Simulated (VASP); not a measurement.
# SrTiO3 (P4mm) in VASP: a series of runs, part 3 of 3

VASP 6.6.1. The steps go on from the part before.

## 4. Relaxation of the atoms, PBE

INCAR reads:

```
PREC = Accurate ; ENCUT = 520
EDIFF = 1E-6 ; ISMEAR = 0
SIGMA = 0.05 ; LREAL = F
LASPH = T ; NELM = 60
ALGO = Normal ; ISIF = 2
LWAVE = F ; LCHARG = F
GGA = PE ; IBRION = 2
NSW = 70 ; EDIFFG = -0.01
```

KPOINTS reads:

```
regular mesh
0
Gamma
  8 8 8
```

POSCAR reads:

```
SrTiO3
1.0
    3.9364094381      0.0000000000      0.0000000000
    0.0000000000      3.9364094381      0.0000000000
    0.0000000000      0.0000000000      3.9364094381
Sr Ti O
1 1 3
Direct
    0.0020505763      0.0000000000      0.0000000000
    0.5096807686      0.5000000000      0.5000000000
   -0.0146326242      0.5000000000      0.5000000000
    0.4872194045      0.0000000000      0.5000000000
    0.4872194045      0.5000000000      0.0000000000
```

Potentials or basis: VASP PAW PBE potentials, release 64 (Sr_sv, Ti_sv, O).

Command:

```
$ cat potpaw_PBE.64/Sr_sv/POTCAR potpaw_PBE.64/Ti_sv/POTCAR potpaw_PBE.64/O/POTCAR > POTCAR
$ mpirun -np 1 vasp_std > vasp.out
```

OUTCAR:

```text
PREC = Accurate
   ENCUT = 520
   EDIFF = 1E-6
   ISMEAR = 0
   LREAL = F
   LASPH = T
   NELM = 60
   ISIF = 2
   GGA = PE
   IBRION = 2
   NSW = 70
   EDIFFG = -0.01

 ion  position               nearest neighbor table
   1  0.002  0.000  0.000-   4 2.74   5 2.74   4 2.74   5 2.74   3 2.78   3 2.78   3 2.78   3 2.78
                             4 2.83   5 2.83   4 2.83   5 2.83   2 3.39   2 3.39   2 3.39   2 3.39
   2  0.510  0.500  0.500-   3 1.87   4 1.97   5 1.97   5 1.97   4 1.97   3 2.06   1 3.39   1 3.39
                             1 3.39   1 3.39   1 3.43   1 3.43   1 3.43   1 3.43
   3  0.985  0.500  0.500-   2 1.87   2 2.06   1 2.78   1 2.78   1 2.78   1 2.78
   4  0.487  0.000  0.500-   2 1.97   2 1.97   1 2.74   1 2.74   1 2.83   1 2.83
   5  0.487  0.500  0.000-   2 1.97   2 1.97   1 2.74   1 2.74   1 2.83   1 2.83

  LATTYP: Found a simple cubic cell.
 ALAT       =     3.9364094381

  Lattice vectors:

 A1 = (   3.9364094381,   0.0000000000,   0.0000000000)
 A2 = (   0.0000000000,   3.9364094381,   0.0000000000)
 A3 = (   0.0000000000,   0.0000000000,   3.9364094381)

Analysis of symmetry for initial positions (statically):
=====================================================================
 Subroutine PRICEL returns:
 Original cell was already a primitive cell.

 Routine SETGRP: Setting up the symmetry group for a
 simple cubic supercell.

 Subroutine GETGRP returns: Found  8 space group operations
 (whereof  8 operations were pure point group operations)
 out of a pool of 48 trial point group operations.

The static configuration has the point symmetry C_4v.

Analysis of symmetry for dynamics (positions and initial velocities):
=====================================================================
 Subroutine PRICEL returns:
 Original cell was already a primitive cell.

 Routine SETGRP: Setting up the symmetry group for a
 simple cubic supercell.

 Subroutine GETGRP returns: Found  8 space group operations
 (whereof  8 operations were pure point group operations)
 out of a pool of 48 trial point group operations.

The dynamic configuration has the point symmetry C_4v.

 Subroutine INISYM returns: Found  8 space group operations
 (whereof  8 operations are pure point group operations),
 and found     1 'primitive' translations

----------------------------------------------------------------------------------------

                                     Primitive cell

  volume of cell :      60.9959

  direct lattice vectors                    reciprocal lattice vectors
     3.936409438  0.000000000  0.000000000     0.254038615  0.000000000  0.000000000
     0.000000000  3.936409438  0.000000000     0.000000000  0.254038615  0.000000000
     0.000000000  0.000000000  3.936409438     0.000000000  0.000000000  0.254038615

  length of vectors
     3.936409438  3.936409438  3.936409438     0.254038615  0.254038615  0.254038615

  position of ions in fractional coordinates (direct lattice)
     0.002050576  0.000000000  0.000000000
     0.509680769  0.500000000  0.500000000
     0.985367376  0.500000000  0.500000000
     0.487219405  0.000000000  0.500000000
     0.487219405  0.500000000  0.000000000

  ion indices of the primitive-cell ions
   primitive index   ion index
                 1           1
                 2           2
                 3           3
                 4           4
[... 56 lines left out ...]
   number of dos      NEDOS =    301   number of ions     NIONS =      5
   total plane-waves  NPLWV =  27000
   dimension x,y,z NGX =    30 NGY =   30 NGZ =   30
   dimension x,y,z NGXF=    60 NGYF=   60 NGZF=   60
   ions per type =               1   1   3
   NGX,Y,Z   is equivalent  to a cutoff of  12.67, 12.67, 12.67 a.u.
   NGXF,Y,Z  is equivalent  to a cutoff of  25.34, 25.34, 25.34 a.u.
 SYSTEM =  unknown system
   PREC   = accura    normal or accurate (medium, high low for compatibility)
   ISTART =      0    job   : 0-new  1-cont  2-samecut
   ICHARG =      2    charge: 1-file 2-atom 10-const
   ISPIN  =      1    spin polarized calculation?
   LNONCOLLINEAR =      F non collinear calculations
   LSORBIT =      F    spin-orbit coupling
   LASPH  =      T    aspherical Exc in radial PAW
   ENCUT  =  520.0 eV  38.22 Ry    6.18 a.u.   7.32  7.32  7.32*2*pi/ulx,y,z
   NELM   =     60;   NELMIN=  2; NELMDL= -5     # of ELM steps
   EDIFF  = 0.1E-05   stopping-criterion for ELM
   LREAL  =      F    real-space projection
   EDIFFG = -.1E-01   stopping-criterion for IOM
   NSW    =     70    number of steps for IOM
   IBRION =      2    ionic relax: 0-MD 1-quasi-New 2-CG
   NFREE  =      1    steps in history (QN), initial steepest desc. (CG)
   ISIF   =      2    stress and relaxation
   ISYM   =      2    0-nonsym 1-usesym 2-fastsym
   POTIM  = 0.5000    time-step for ionic-motion
   TEBEG  =    0.0;   TEEND  =   0.0 temperature during run
   PSTRESS=    0.0 pullay stress
   NELECT =      40.0000    total number of electrons
   NUPDOWN=      -1.0000    fix difference up-down
   EMIN   =  10.00;   EMAX   =-10.00  energy-range for DOS
   EFERMI =   0.00;   METHOD = LEGACY
   ISMEAR =     0;   SIGMA  =   0.05  broadening in eV -4-tet -1-fermi 0-gaus
   EFERMI_NEDOS =   21; number of points for ismear=-14 and -15
   IALGO  =     38    algorithm
   IMIX   =      4    mixing-type and parameters
     AMIX     =   0.40;   BMIX     =  1.00
     AMIX_MAG =   1.60;   BMIX_MAG =  1.00
  volume/ion in A,a.u.               =      12.20        82.32
  Fermi-wavevector in a.u.,A,eV,Ry     =   1.422311  2.687778 27.524158  2.022969
  Thomas-Fermi vector in A             =   2.543028
   LORBIT       =      0    0 simple, 1 ext, 2 COOP (PROOUT), +10 PAW based schemes
   GGA     = PE    functional components
   LHFCALC =     F    Hartree Fock is set to
   AEXX    =    0.0000 exact exchange contribution
   IVDW    =     0    specifies the selected vdW correction
   LEPSILON=     F    determine dielectric tensor
   LRPA    =     F    only Hartree local field effects (RPA)
 conjugate gradient relaxation of ions
 non-spin polarized calculation
 Gauss-broadening in eV      SIGMA  =   0.05
  energy-cutoff  :      520.00
  volume of cell :       61.00
 maximum number of plane-waves:      1671
 NGX is ok and might be reduce to    30
   NGX = 15   NGY = 15   NGZ = 15

--------------------------------------- Ionic step        1  -------------------------------------------

 number of electron      39.9999995 magnetization

 Free energy of the ion-electron system (eV)
  ---------------------------------------------------
  ext. energy  EPLUGINS =         0.00000000
  ---------------------------------------------------
  free energy    TOTEN  =       -40.10476507 eV

  energy without entropy =      -40.10476507  energy(sigma->0) =      -40.10476507

------------------------ aborting loop because EDIFF is reached ----------------------------------------

  FORCE on cell =-STRESS in cart. coord.  units (eV):
  Direction    XX          YY          ZZ          XY          YZ          ZX
  --------------------------------------------------------------------------------------
  -------------------------------------------------------------------------------------
  Total        0.8416085      0.2527306      0.2527306      0.0000000      0.0000000      0.0000000
  in kB       22.1064949      6.6384648      6.6384648      0.0000000      0.0000000      0.0000000
  external PRESSURE =      11.7944748 kB  Pullay stress =       0.0000000 kB
[... 143 lines left out ...]
--------------------------------------- Ionic step        5  -------------------------------------------

 number of electron      39.9999995 magnetization

 Free energy of the ion-electron system (eV)
  ---------------------------------------------------
  ext. energy  EPLUGINS =         0.00000000
  ---------------------------------------------------
  free energy    TOTEN  =       -40.10573119 eV

  energy without entropy =      -40.10573119  energy(sigma->0) =      -40.10573119

 E-fermi :   4.2726     XC(G=0): -11.1418

 val. band max:        3.9804045122   @ k =   0.5000   0.5000   0.5000
 cond. band min:       5.8121979262   @ k =   0.0000   0.0000   0.0000
 fundamental gap:      1.8317934139
 Fermi energy:         4.2726183046

 k-point     1 :       0.0000    0.0000    0.0000
  band No.  band energies     occupation
      1     -52.5519      2.00000
      2     -28.8945      2.00000
      3     -28.8016      2.00000
      4     -28.7831      2.00000
      5     -28.7831      2.00000
      6     -13.3740      2.00000
[... 637 lines left out ...]
     23       7.5839      0.00000
     24       8.8786      0.00000

 [... further k-points ...]

------------------------ aborting loop because EDIFF is reached ----------------------------------------

  FORCE on cell =-STRESS in cart. coord.  units (eV):
  Direction    XX          YY          ZZ          XY          YZ          ZX
  --------------------------------------------------------------------------------------
  -------------------------------------------------------------------------------------
  Total        0.6800049      0.2535403      0.2535403      0.0000000      0.0000000      0.0000000
  in kB       17.8616601      6.6597327      6.6597327      0.0000000      0.0000000      0.0000000
  external PRESSURE =      10.3937085 kB  Pullay stress =       0.0000000 kB
[... 20 lines left out ...]
  FREE ENERGIE OF THE ION-ELECTRON SYSTEM (eV)
  ---------------------------------------------------
  free  energy   TOTEN  =       -40.1057311904 eV

  energy  without entropy=      -40.1057311904  energy(sigma->0) =      -40.10573119

 reached required accuracy - stopping structural energy minimisation
```

Wall time 4 min (1 thread of Oxide Virtual Turin-like, shared host); peak memory 0.22 GiB.

Results:

* Free energy: -40.1057 eV
* Energy gained by relaxing: 0.2 meV/atom
* Ionic steps: 5
* Pressure after relaxing: 1.0 GPa
* Largest force after relaxing: 0.005 eV/Å
* Band gap on the k mesh: 1.83 eV (least direct gap 2.28 eV)

Forces in eV/Å, atoms in the order of the input:
```
Sr   0.005  0.000  0.000
Ti   0.003  0.000  0.000
O   -0.003  0.000  0.000
O   -0.003  0.000  0.000
O   -0.003  0.000  0.000
```

Step by step:
```tsv
step	energy change (eV)	largest force (eV/Å)	pressure (GPa)
1	0.0000	0.1075	1.18
2	-0.0008	0.0427	1.10
3	-0.0008	0.0301	1.05
4	-0.0009	0.0168	1.04
5	-0.0010	0.0051	1.04
```

Final structure:
```
CELL_PARAMETERS angstrom
3.93641 0.00000 0.00000
0.00000 3.93641 0.00000
0.00000 0.00000 3.93641
ATOMIC_POSITIONS crystal
Sr 0.00390 0.00000 0.00000
Ti 0.50725 0.50000 0.50000
O 0.98696 0.50000 0.50000
O 0.48671 0.00000 0.50000
O 0.48671 0.50000 0.00000
```

A k mesh can miss the band edges.

## 5. Overview

```csv
task,cell,gap on the mesh (eV),pressure (GPa),largest force (eV/Å)
single point,"as given, atomic positions A",1.82,1.2,0.34
single point,"as given, atomic positions B",1.81,0.8,0.32
relaxation of the atoms,"atoms relaxed, atomic positions C",1.83,1.0,0.01
```

Alike in all rows: level PBE; potentials or basis VASP PAW PBE potentials, release 64 (Sr_sv, Ti_sv, O); no spin polarisation; k mesh 8 × 8 × 8; cutoff (eV) 520; smearing gaussian 0.05 eV.

Total energies depend on the potentials used, so only differences within one code and one set of settings carry meaning.
